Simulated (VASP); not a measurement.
# AlN (AlN (P6_3mc)): single point with PBE

AlN (AlN (P6_3mc)):

```
Al N
1.0
     9.38927    5.42090    0.00000
    -9.38927    5.42090    0.00000
     0.00000    0.00000   10.03481
Al N
48 48
Direct
  0.00000 0.16667 0.24962
  0.16667 0.00000 0.24962
  0.33333 0.33333 0.24962
  0.00000 0.33333 0.49962
  0.16667 0.16667 0.49962
  0.33333 0.00000 0.49962
  0.00000 0.16667 0.74962
  0.16667 0.00000 0.74962
  0.33333 0.33333 0.74962
  0.00000 0.33333 0.99962
  0.16667 0.16667 0.99962
  0.33333 0.00000 0.99962
  0.00000 0.66667 0.24962
  0.16667 0.50000 0.24962
  0.33333 0.83333 0.24962
  0.00000 0.83333 0.49962
  0.16667 0.66667 0.49962
  0.33333 0.50000 0.49962
  0.00000 0.66667 0.74962
  0.16667 0.50000 0.74962
  0.33333 0.83333 0.74962
  0.00000 0.83333 0.99962
  0.16667 0.66667 0.99962
  0.33333 0.50000 0.99962
  0.50000 0.16667 0.24962
  0.66667 0.00000 0.24962
  0.83333 0.33333 0.24962
  0.50000 0.33333 0.49962
  0.66667 0.16667 0.49962
  0.83333 0.00000 0.49962
  0.50000 0.16667 0.74962
  0.66667 0.00000 0.74962
  0.83333 0.33333 0.74962
  0.50000 0.33333 0.99962
  0.66667 0.16667 0.99962
  0.83333 0.00000 0.99962
  0.50000 0.66667 0.24962
  0.66667 0.50000 0.24962
  0.83333 0.83333 0.24962
  0.50000 0.83333 0.49962
  0.66667 0.66667 0.49962
  0.83333 0.50000 0.49962
  0.50000 0.66667 0.74962
  0.66667 0.50000 0.74962
  0.83333 0.83333 0.74962
  0.50000 0.83333 0.99962
  0.66667 0.66667 0.99962
  0.83333 0.50000 0.99962
  0.00000 0.16667 0.44038
  0.16667 0.00000 0.44038
  0.33333 0.33333 0.44038
  0.00000 0.33333 0.19038
  0.16667 0.16667 0.19038
  0.33333 0.00000 0.19038
  0.00000 0.16667 0.94038
  0.16667 0.00000 0.94038
  0.33333 0.33333 0.94038
  0.00000 0.33333 0.69038
  0.16667 0.16667 0.69038
  0.33333 0.00000 0.69038
  0.00000 0.66667 0.44038
  0.16667 0.50000 0.44038
  0.33333 0.83333 0.44038
  0.00000 0.83333 0.19038
  0.16667 0.66667 0.19038
  0.33333 0.50000 0.19038
  0.00000 0.66667 0.94038
  0.16667 0.50000 0.94038
  0.33333 0.83333 0.94038
  0.00000 0.83333 0.69038
  0.16667 0.66667 0.69038
  0.33333 0.50000 0.69038
  0.50000 0.16667 0.44038
  0.66667 0.00000 0.44038
  0.83333 0.33333 0.44038
  0.50000 0.33333 0.19038
  0.66667 0.16667 0.19038
  0.83333 0.00000 0.19038
  0.50000 0.16667 0.94038
  0.66667 0.00000 0.94038
  0.83333 0.33333 0.94038
  0.50000 0.33333 0.69038
  0.66667 0.16667 0.69038
  0.83333 0.00000 0.69038
  0.50000 0.66667 0.44038
  0.66667 0.50000 0.44038
  0.83333 0.83333 0.44038
  0.50000 0.83333 0.19038
  0.66667 0.66667 0.19038
  0.83333 0.50000 0.19038
  0.50000 0.66667 0.94038
  0.66667 0.50000 0.94038
  0.83333 0.83333 0.94038
  0.50000 0.83333 0.69038
  0.66667 0.66667 0.69038
  0.83333 0.50000 0.69038
```

```
Program             : VASP 6.6.1
Task                : single point
Functional          : PBE
Potentials or basis : VASP PAW PBE potentials, release 64 (Al, N)
Cutoff              : 520 eV
k mesh              : 1 × 1 × 1, shifted
Occupations         : fermi-dirac, width 0.01 eV
Spin                : no spin polarisation
```

```
Pressure               : -0.2 GPa
Largest force          : 0.004 eV/Å
Band gap on the k mesh : 5.29 eV
```

Forces on the atoms (eV/Å):
```
Al   0.000  0.000  0.004
Al   0.000  0.000  0.004
Al   0.000  0.000  0.004
Al   0.000  0.000  0.004
Al   0.000  0.000  0.004
Al   0.000  0.000  0.004
Al   0.000  0.000  0.004
Al   0.000  0.000  0.004
Al   0.000  0.000  0.004
Al   0.000  0.000  0.004
Al   0.000  0.000  0.004
Al   0.000  0.000  0.004
Al   0.000  0.000  0.004
Al   0.000  0.000  0.004
Al   0.000  0.000  0.004
Al   0.000  0.000  0.004
Al   0.000  0.000  0.004
Al   0.000  0.000  0.004
Al   0.000  0.000  0.004
Al   0.000  0.000  0.004
Al   0.000  0.000  0.004
Al   0.000  0.000  0.004
Al   0.000  0.000  0.004
Al   0.000  0.000  0.004
Al   0.000  0.000  0.004
Al   0.000  0.000  0.004
Al   0.000  0.000  0.004
Al   0.000  0.000  0.004
Al   0.000  0.000  0.004
Al   0.000  0.000  0.004
Al   0.000  0.000  0.004
Al   0.000  0.000  0.004
Al   0.000  0.000  0.004
Al   0.000  0.000  0.004
Al   0.000  0.000  0.004
Al   0.000  0.000  0.004
Al   0.000  0.000  0.004
Al   0.000  0.000  0.004
Al   0.000  0.000  0.004
Al   0.000  0.000  0.004
Al   0.000  0.000  0.004
Al   0.000  0.000  0.004
Al   0.000  0.000  0.004
Al   0.000  0.000  0.004
Al   0.000  0.000  0.004
Al   0.000  0.000  0.004
Al   0.000  0.000  0.004
Al   0.000  0.000  0.004
N    0.000  0.000 -0.004
N    0.000  0.000 -0.004
N    0.000  0.000 -0.004
N    0.000  0.000 -0.004
N    0.000  0.000 -0.004
N    0.000  0.000 -0.004
N    0.000  0.000 -0.004
N    0.000  0.000 -0.004
N    0.000  0.000 -0.004
N    0.000  0.000 -0.004
N    0.000  0.000 -0.004
N    0.000  0.000 -0.004
N    0.000  0.000 -0.004
N    0.000  0.000 -0.004
N    0.000  0.000 -0.004
N    0.000  0.000 -0.004
N    0.000  0.000 -0.004
N    0.000  0.000 -0.004
N    0.000  0.000 -0.004
N    0.000  0.000 -0.004
N    0.000  0.000 -0.004
N    0.000  0.000 -0.004
N    0.000  0.000 -0.004
N    0.000  0.000 -0.004
N    0.000  0.000 -0.004
N    0.000  0.000 -0.004
N    0.000  0.000 -0.004
N    0.000  0.000 -0.004
N    0.000  0.000 -0.004
N    0.000  0.000 -0.004
N    0.000  0.000 -0.004
N    0.000  0.000 -0.004
N    0.000  0.000 -0.004
N    0.000  0.000 -0.004
N    0.000  0.000 -0.004
N    0.000  0.000 -0.004
N    0.000  0.000 -0.004
N    0.000  0.000 -0.004
N    0.000  0.000 -0.004
N    0.000  0.000 -0.004
N    0.000  0.000 -0.004
N    0.000  0.000 -0.004
N    0.000  0.000 -0.004
N    0.000  0.000 -0.004
N    0.000  0.000 -0.004
N    0.000  0.000 -0.004
N    0.000  0.000 -0.004
N    0.000  0.000 -0.004
```

Stress tensor (GPa, compression positive):
```
-0.19  0.00  0.00
 0.00 -0.19  0.00
 0.00  0.00 -0.08
```

Levels at points of the mesh, in eV from the valence-band top:
```csv
k point,band 190,band 191,band 192,band 193,band 194,band 195
"(0.25, 0.25, 0.25)",-0.08,-0.06,0.00,5.29,5.50,5.72
```

Wall time 10 min on 1 thread of Intel(R) Xeon(R) Platinum 8488C (Sapphire Rapids), with other jobs on the host, peak memory 1.1 GiB.

Caveat: the k points lie up to 0.67 Å⁻¹ apart. PBE gaps usually lie below the measured ones, often by a third to a half.
